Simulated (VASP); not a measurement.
# Cu in VASP: settings compared

Cu is run at these levels: r2SCAN, rSCAN, PBE0; tasks: single point.

Program: VASP 6.6.1. These are calculated values, not measurements. Logs are shortened: lines on timing, memory, paths and dates and some standing lists are left out, and cuts for length are marked.

**1. The cell of the first run**

The structure is cubic, space group Fm-3m (No. 225). Conventional cell: a = 3.576 Å, b = 3.576 Å, c = 3.576 Å, α = 90.00°, β = 90.00°, γ = 90.00°. Cu (site symmetry m-3m) has 12 Cu at 2.53 Å within 3.3 Å.

**2. Single point, r2SCAN**

POSCAR reads:

```
Cu
1.0
    0.0000000000      1.7880819559      1.7880819559
    1.7880819559      0.0000000000      1.7880819559
    1.7880819559      1.7880819559      0.0000000000
Cu
1
Direct
    0.0000000000      0.0000000000      0.0000000000
```

INCAR.step1 reads:

```
SYSTEM = Cu
ALGO = Normal
EDIFF = 1E-5
ENCUT = 660
GGA = PE
GGA_COMPAT = .False.
ISMEAR = -1
LASPH = .True.
LCHARG = .False.
LREAL = .False.
LWAVE = .True.
NBANDS = 12
NELM = 120
PREC = Accurate
SIGMA = 0.05
```

INCAR.step2 reads:

```
SYSTEM = Cu
ALGO = Normal
EDIFF = 1E-6
ENCUT = 660
GGA_COMPAT = .False.
ISIF = 2
ISMEAR = -1
ISTART = 1
LASPH = .True.
LCHARG = .False.
LMIXTAU = .True.
LREAL = .False.
LWAVE = .False.
METAGGA = R2SCAN
NBANDS = 12
NELM = 120
PREC = Accurate
SIGMA = 0.05
```

KPOINTS reads:

```
k-points
0
Gamma
  13 13 13
  0 0 0
```

Potentials or basis: VASP PAW PBE potentials, release 64 (Cu).

Launch:

```console
cat potpaw_PBE.64/Cu/POTCAR > POTCAR
cp INCAR.step1 INCAR
mpirun -np 1 vasp_std > vasp.out
cp INCAR.step2 INCAR
mpirun -np 1 vasp_std > vasp.out
```

OUTCAR:

```text
SYSTEM = Cu
   EDIFF = 1E-6
   ENCUT = 660
   ISIF = 2
   ISMEAR = -1
   ISTART = 1
   LASPH = .True.
   LREAL = .False.
   METAGGA = R2SCAN
   NELM = 120
   PREC = Accurate

 ion  position               nearest neighbor table
   1  0.000  0.000  0.000-

  LATTYP: Found a face centered cubic cell.
 ALAT       =     3.5761639118

  Lattice vectors:

 A1 = (   0.0000000000,   1.7880819559,   1.7880819559)
 A2 = (   1.7880819559,   0.0000000000,   1.7880819559)
 A3 = (   1.7880819559,   1.7880819559,   0.0000000000)

Analysis of symmetry for initial positions (statically):
=====================================================================
 Subroutine PRICEL returns:
 Original cell was already a primitive cell.

 Routine SETGRP: Setting up the symmetry group for a
 face centered cubic supercell.

 Subroutine GETGRP returns: Found 48 space group operations
 (whereof 48 operations were pure point group operations)
 out of a pool of 48 trial point group operations.

The static configuration has the point symmetry O_h .

Analysis of symmetry for dynamics (positions and initial velocities):
=====================================================================
 Subroutine PRICEL returns:
 Original cell was already a primitive cell.

 Routine SETGRP: Setting up the symmetry group for a
 face centered cubic supercell.

 Subroutine GETGRP returns: Found 48 space group operations
 (whereof 48 operations were pure point group operations)
 out of a pool of 48 trial point group operations.

The dynamic configuration has the point symmetry O_h .

 Subroutine INISYM returns: Found 48 space group operations
 (whereof 48 operations are pure point group operations),
 and found     1 'primitive' translations

----------------------------------------------------------------------------------------

                                     Primitive cell

  volume of cell :      11.4338

  direct lattice vectors                    reciprocal lattice vectors
     0.000000000  1.788081956  1.788081956    -0.279629241  0.279629241  0.279629241
     1.788081956  0.000000000  1.788081956     0.279629241 -0.279629241  0.279629241
     1.788081956  1.788081956  0.000000000     0.279629241  0.279629241 -0.279629241

  length of vectors
     2.528729753  2.528729753  2.528729753     0.484332053  0.484332053  0.484332053

  position of ions in fractional coordinates (direct lattice)
     0.000000000  0.000000000  0.000000000

  ion indices of the primitive-cell ions
   primitive index   ion index
                 1           1

----------------------------------------------------------------------------------------

 KPOINTS: k-points

Automatic generation of k-mesh.
 Grid dimensions read from file:
 generate k-points for:   13   13   13

 Generating k-lattice:

  Cartesian coordinates                     Fractional coordinates (reciprocal lattice)
    -0.021509942  0.021509942  0.021509942     0.076923077  0.000000000  0.000000000
     0.021509942 -0.021509942  0.021509942     0.000000000  0.076923077  0.000000000
     0.021509942  0.021509942 -0.021509942     0.000000000  0.000000000  0.076923077

  Length of vectors
     0.037256312  0.037256312  0.037256312

  Shift w.r.t. Gamma in fractional coordinates (k-lattice)
     0.000000000  0.000000000  0.000000000

 Subroutine IBZKPT returns following result:
 ===========================================

 Found     84 irreducible k-points:

 Following reciprocal coordinates:
            Coordinates               Weight
  0.000000  0.000000  0.000000      1.000000
  0.076923  0.000000  0.000000      8.000000
  0.153846  0.000000  0.000000      8.000000
  0.230769  0.000000  0.000000      8.000000
  0.307692  0.000000  0.000000      8.000000
  0.384615  0.000000  0.000000      8.000000
[... 16 lines left out ...]
  0.384615  0.153846  0.000000     24.000000
  0.461538  0.153846  0.000000     24.000000
 [... further k-points ...]
   k-points           NKPTS =     84   k-points in BZ     NKDIM =     84   number of bands    NBANDS=     12
   number of dos      NEDOS =    301   number of ions     NIONS =      1
   total plane-waves  NPLWV =  13824
   dimension x,y,z NGX =    24 NGY =   24 NGZ =   24
   dimension x,y,z NGXF=    48 NGYF=   48 NGZF=   48
   ions per type =               1
   NGX,Y,Z   is equivalent  to a cutoff of  15.78, 15.78, 15.78 a.u.
   NGXF,Y,Z  is equivalent  to a cutoff of  31.56, 31.56, 31.56 a.u.
 SYSTEM =  Cu
   PREC   = accura    normal or accurate (medium, high low for compatibility)
   ISTART =      1    job   : 0-new  1-cont  2-samecut
   ICHARG =      0    charge: 1-file 2-atom 10-const
   ISPIN  =      1    spin polarized calculation?
   LNONCOLLINEAR =      F non collinear calculations
   LSORBIT =      F    spin-orbit coupling
   LASPH  =      T    aspherical Exc in radial PAW
   ENCUT  =  660.0 eV  48.51 Ry    6.96 a.u.   5.30  5.30  5.30*2*pi/ulx,y,z
   NELM   =    120;   NELMIN=  2; NELMDL=  0     # of ELM steps
   EDIFF  = 0.1E-05   stopping-criterion for ELM
   LREAL  =      F    real-space projection
   EDIFFG = 0.1E-04   stopping-criterion for IOM
   NSW    =      0    number of steps for IOM
   IBRION =     -1    ionic relax: 0-MD 1-quasi-New 2-CG
   NFREE  =      0    steps in history (QN), initial steepest desc. (CG)
   ISIF   =      2    stress and relaxation
   ISYM   =      2    0-nonsym 1-usesym 2-fastsym
   POTIM  = 0.5000    time-step for ionic-motion
   TEBEG  =    0.0;   TEEND  =   0.0 temperature during run
   PSTRESS=    0.0 pullay stress
   NELECT =      11.0000    total number of electrons
   NUPDOWN=      -1.0000    fix difference up-down
   EMIN   =  10.00;   EMAX   =-10.00  energy-range for DOS
   EFERMI =   0.00;   METHOD = LEGACY
   ISMEAR =    -1;   SIGMA  =   0.05  broadening in eV -4-tet -1-fermi 0-gaus
   EFERMI_NEDOS =   21; number of points for ismear=-14 and -15
   IALGO  =     38    algorithm
   IMIX   =      4    mixing-type and parameters
     AMIX     =   0.40;   BMIX     =  1.00
     AMIX_MAG =   1.60;   BMIX_MAG =  1.00
  volume/ion in A,a.u.               =      11.43        77.16
  Fermi-wavevector in a.u.,A,eV,Ry     =   1.616125  3.054034 35.536517  2.611860
  Thomas-Fermi vector in A             =   2.710762
   LORBIT       =      0    0 simple, 1 ext, 2 COOP (PROOUT), +10 PAW based schemes
   METAGGA = R2SCAN    functional components
   LHFCALC =     F    Hartree Fock is set to
   AEXX    =    0.0000 exact exchange contribution
   IVDW    =     0    specifies the selected vdW correction
   LEPSILON=     F    determine dielectric tensor
   LRPA    =     F    only Hartree local field effects (RPA)
 non-spin polarized calculation
  energy-cutoff  :      660.00
  volume of cell :       11.43
 maximum number of plane-waves:       459
 NGX is ok and might be reduce to    24
   NGX = 11   NGY = 11   NGZ = 11

 number of electron      10.9999999 magnetization

 Free energy of the ion-electron system (eV)
  ---------------------------------------------------
  ext. energy  EPLUGINS =         0.00000000
  ---------------------------------------------------
  free energy    TOTEN  =       -10.82917726 eV

  energy without entropy =      -10.82646504  energy(sigma->0) =      -10.82782115

 E-fermi :   7.9921     XC(G=0): -13.9650

 val. band max:        7.7952436788   @ k =   0.4615   0.2308   0.0000
 cond. band min:       8.0183899521   @ k =   0.4615   0.3077   0.0000
 fundamental gap:      0.2231462733
 Fermi energy:         7.9921295950

 k-point     1 :       0.0000    0.0000    0.0000
  band No.  band energies     occupation
      1      -2.1256      2.00000
      2       4.5572      2.00000
      3       4.5572      2.00000
      4       4.5572      2.00000
      5       5.4151      2.00000
      6       5.4151      2.00000
      7      31.4518      0.00000
      8      34.7469      0.00000
      9      34.7469      0.00000
     10      34.7469      0.00000
     11      37.1607      0.00000
     12      37.1607      0.00000

 k-point     2 :       0.0769    0.0000    0.0000
  band No.  band energies     occupation
      1      -1.8968      2.00000
      2       4.5079      2.00000
      3       4.5998      2.00000
      4       4.5998      2.00000
      5       5.3988      2.00000
      6       5.3988      2.00000
      7      30.1146      0.00000
      8      32.7243      0.00000
      9      34.0640      0.00000
     10      34.0640      0.00000
     11      38.1507      0.00000
     12      38.1507      0.00000

 k-point     3 :       0.1538    0.0000    0.0000
  band No.  band energies     occupation
      1      -1.2263      2.00000
      2       4.3868      2.00000
      3       4.6906      2.00000
      4       4.6906      2.00000
      5       5.3841      2.00000
      6       5.3841      2.00000
      7      26.1809      0.00000
      8      32.1203      0.00000
      9      33.0832      0.00000
     10      33.0832      0.00000
     11      39.1476      0.00000
     12      39.6122      0.00000
[... 286 lines left out ...]
 k-point    23 :       0.3846    0.1538    0.0000
  band No.  band energies     occupation
      1       2.0090      2.00000
      2       3.9793      2.00000
      3       4.4903      2.00000
      4       4.9212      2.00000
      5       5.9485      2.00000
      6       6.2767      2.00000
      7      17.6180      0.00000
      8      27.0674      0.00000
      9      27.1029      0.00000
     10      29.7016      0.00000
     11      39.1794      0.00000
     12      40.5150      0.00000

 k-point    24 :       0.4615    0.1538    0.0000
  band No.  band energies     occupation
      1       2.6451      2.00000
      2       4.1442      2.00000
      3       4.5588      2.00000
      4       4.8383      2.00000
      5       6.0492      2.00000
      6       7.4386      1.99997
      7      14.3540      0.00000
      8      25.6955      0.00000
      9      27.2663      0.00000
     10      29.4737      0.00000
     11      39.7807      0.00000
     12      39.8234      0.00000

 [... further k-points ...]

------------------------ aborting loop because EDIFF is reached ----------------------------------------

  FORCE on cell =-STRESS in cart. coord.  units (eV):
  Direction    XX          YY          ZZ          XY          YZ          ZX
  --------------------------------------------------------------------------------------
  -------------------------------------------------------------------------------------
  Total        0.0299630      0.0299630      0.0299630      0.0000000     -0.0000000      0.0000000
  in kB        4.1985874      4.1985874      4.1985874      0.0000000     -0.0000000      0.0000000
  external PRESSURE =       4.1985874 kB  Pullay stress =       0.0000000 kB

 VOLUME and BASIS-vectors are now :
 -----------------------------------------------------------------------------
  energy-cutoff  :      660.00
  volume of cell :       11.43
      direct lattice vectors                 reciprocal lattice vectors
     0.000000000  1.788081956  1.788081956    -0.279629241  0.279629241  0.279629241
     1.788081956  0.000000000  1.788081956     0.279629241 -0.279629241  0.279629241
     1.788081956  1.788081956  0.000000000     0.279629241  0.279629241 -0.279629241

 POSITION                                       TOTAL-FORCE (eV/Angst)
 -----------------------------------------------------------------------------------
      0.00000      0.00000      0.00000         0.000000      0.000000      0.000000
 -----------------------------------------------------------------------------------
    total drift:                               -0.000000      0.000000     -0.000000

  FREE ENERGIE OF THE ION-ELECTRON SYSTEM (eV)
  ---------------------------------------------------
  free  energy   TOTEN  =       -10.8291772557 eV

  energy  without entropy=      -10.8264650434  energy(sigma->0) =      -10.82782115
```

It took 70 s on 1 thread of Intel Xeon 8259CL, shared host; peak memory 0.15 GiB.

Results:

| Property | Result |
| --- | --- |
| Free energy | -10.8292 eV |
| Pressure | 0.4 GPa |
| Band gap on the k mesh | zero (an odd number of electrons rules out a gap without spin polarisation) |

Caveat: the PAW data sets were made with another functional, which shifts forces and pressure a little.

**3. Single point, rSCAN (cell strained by +1.0% along z)**

INCAR reads:

```
METAGGA = RSCAN
ISMEAR = -1
SIGMA = 0.02
LWAVE = False
LCHARG = False
ISIF = 2
PREC = Accurate
LASPH = True
LREAL = False
ALGO = Normal
EDIFF = 1E-7
NELM = 120
GGA_COMPAT = False
ENCUT = 620
LMIXTAU = True
KPAR = 2
NBANDS = 24
```

KPOINTS reads:

```
Automatic mesh
0
Gamma
  21 21 21
  0 0 0
```

POSCAR reads:

```
Cu
1.0
    0.0000000000      1.8075000000      1.8255750000
    1.8075000000      0.0000000000      1.8255750000
    1.8075000000      1.8075000000      0.0000000000
Cu
1
Direct
    0.0000000000      0.0000000000      0.0000000000
```

Potentials or basis: VASP PAW PBE potentials, release 64 (Cu).

Launch:

```console
cat potpaw_PBE.64/Cu/POTCAR > POTCAR
mpirun -np 2 vasp_std > vasp.out
```

OUTCAR:

```text
METAGGA = RSCAN
   ISMEAR = -1
   ISIF = 2
   PREC = Accurate
   LASPH = True
   LREAL = False
   EDIFF = 1E-7
   NELM = 120
   ENCUT = 620

 ion  position               nearest neighbor table
   1  0.000  0.000  0.000-

  LATTYP: Found a body centered tetragonal cell.
 ALAT       =     2.5561910140
 C/A-ratio  =     1.4283556980

  Lattice vectors:

 A1 = (  -1.8075000000,   0.0000000000,   1.8255750000)
 A2 = (   1.8075000000,   0.0000000000,   1.8255750000)
 A3 = (   0.0000000000,   1.8075000000,  -1.8255750000)

Analysis of symmetry for initial positions (statically):
=====================================================================
 Subroutine PRICEL returns:
 Original cell was already a primitive cell.

 Routine SETGRP: Setting up the symmetry group for a
 body centered tetragonal supercell.

 Subroutine GETGRP returns: Found 16 space group operations
 (whereof 16 operations were pure point group operations)
 out of a pool of 16 trial point group operations.

The static configuration has the point symmetry D_4h.

Analysis of symmetry for dynamics (positions and initial velocities):
[... 162 lines left out ...]

 E-fermi :   7.2478     XC(G=0): -13.6729

 val. band max:        7.2473668276   @ k =  -0.4762   0.0000   0.0952
 cond. band min:       7.2542540327   @ k =  -0.2381   0.0476   0.2857
 fundamental gap:      0.0068872051
 Fermi energy:         7.2477841873

 k-point     1 :       0.0000    0.0000    0.0000
  band No.  band energies     occupation
      1      -2.3258      2.00000
      2       4.0572      2.00000
      3       4.1067      2.00000
      4       4.1067      2.00000
      5       4.8745      2.00000
      6       4.9212      2.00000
[... 457 lines left out ...]
      4       4.6626      2.00000
      5       5.2988      2.00000
      6       5.6781      2.00000
[... 9 lines left out ...]
     16      52.6983      0.00000
     17      58.2764      0.00000

 [... further k-points ...]

 [bands above 17 left out]

------------------------ aborting loop because EDIFF is reached ----------------------------------------

  FORCE on cell =-STRESS in cart. coord.  units (eV):
  Direction    XX          YY          ZZ          XY          YZ          ZX
  --------------------------------------------------------------------------------------
  -------------------------------------------------------------------------------------
  Total       -0.4347057     -0.4347057     -0.4494120      0.0000000      0.0000000     -0.0000000
  in kB      -58.3874730    -58.3874730    -60.3627402      0.0000000      0.0000000     -0.0000000
  external PRESSURE =     -59.0458954 kB  Pullay stress =       0.0000000 kB

 VOLUME and BASIS-vectors are now :
 -----------------------------------------------------------------------------
  energy-cutoff  :      620.00
  volume of cell :       11.93
      direct lattice vectors                 reciprocal lattice vectors
     0.000000000  1.807500000  1.825575000    -0.276625173  0.276625173  0.273886310
     1.807500000  0.000000000  1.825575000     0.276625173 -0.276625173  0.273886310
     1.807500000  1.807500000  0.000000000     0.276625173  0.276625173 -0.273886310

 POSITION                                       TOTAL-FORCE (eV/Angst)
 -----------------------------------------------------------------------------------
      0.00000      0.00000      0.00000        -0.000000      0.000000      0.000000
 -----------------------------------------------------------------------------------
    total drift:                               -0.000000      0.000000      0.000000

  FREE ENERGIE OF THE ION-ELECTRON SYSTEM (eV)
  ---------------------------------------------------
  free  energy   TOTEN  =       -18.2508240187 eV

  energy  without entropy=      -18.2502030237  energy(sigma->0) =      -18.25051352
```

OSZICAR:

```text
N       E                     dE             d eps       ncg     rms          rms(c)
DAV:   1     0.558175176501E+02    0.55818E+02   -0.46716E+03 43880   0.890E+02
DAV:   2    -0.149698454467E+02   -0.70787E+02   -0.61740E+02 38824   0.204E+02
DAV:   3    -0.206883889571E+02   -0.57185E+01   -0.56292E+01 42520   0.433E+01
DAV:   4    -0.207326675849E+02   -0.44279E-01   -0.44270E-01 41408   0.382E+00
DAV:   5    -0.207328376445E+02   -0.17006E-03   -0.17006E-03 43432   0.227E-01    0.754E+00
DAV:   6    -0.188592616101E+02    0.18736E+01   -0.19392E+01 55600   0.481E+01    0.578E+00
DAV:   7    -0.182609529311E+02    0.59831E+00   -0.41268E+00 48560   0.207E+01    0.467E-01
DAV:   8    -0.182582287215E+02    0.27242E-02   -0.11389E-01 46960   0.356E+00    0.989E-01
DAV:   9    -0.182504396004E+02    0.77891E-02   -0.12827E-01 45928   0.378E+00    0.997E-02
DAV:  10    -0.182507837442E+02   -0.34414E-03   -0.69961E-04 41840   0.253E-01    0.943E-02
DAV:  11    -0.182508141232E+02   -0.30379E-04   -0.28553E-04 44544   0.138E-01    0.409E-02
DAV:  12    -0.182508188690E+02   -0.47459E-05   -0.15524E-04 41880   0.128E-01    0.521E-03
DAV:  13    -0.182508191322E+02   -0.26312E-06   -0.45743E-05 38992   0.530E-02    0.127E-02
DAV:  14    -0.182508239358E+02   -0.48036E-05   -0.13036E-05 46712   0.312E-02    0.144E-03
DAV:  15    -0.182508241180E+02   -0.18223E-06   -0.34879E-07 43816   0.411E-03    0.137E-04
DAV:  16    -0.182508240187E+02    0.99296E-07   -0.10419E-08 30440   0.692E-04
   1 F= -.18250824E+02 E0= -.18250514E+02  d E =-.620995E-03
```

It took 5.8 min on 2 MPI ranks of Intel Xeon Platinum 8488C (Sapphire Rapids), shared host; peak memory 0.3 GiB.

Results:

```yaml
Free_energy: -18.2508 eV
Pressure: -5.9 GPa
Band_gap_on_the_k_mesh: zero (an odd number of electrons rules out a gap without spin polarisation)
```

Levels at points of the mesh, in eV from the Fermi level:
```csv
k point,band 2,band 3,band 4,band 5,band 6,band 7,band 8,band 9,band 10,band 11
"(0.00, 0.00, 0.00)",-3.19,-3.14,-3.14,-2.37,-2.33,23.27,26.12,26.17,26.17,28.51
```

Caveat: the cell differs from its parent crystal (cell strained by +1.0% along z); the cell stands under tension; the PAW data sets were made with another functional, which shifts forces and pressure a little.

[end of part 1 of 2]
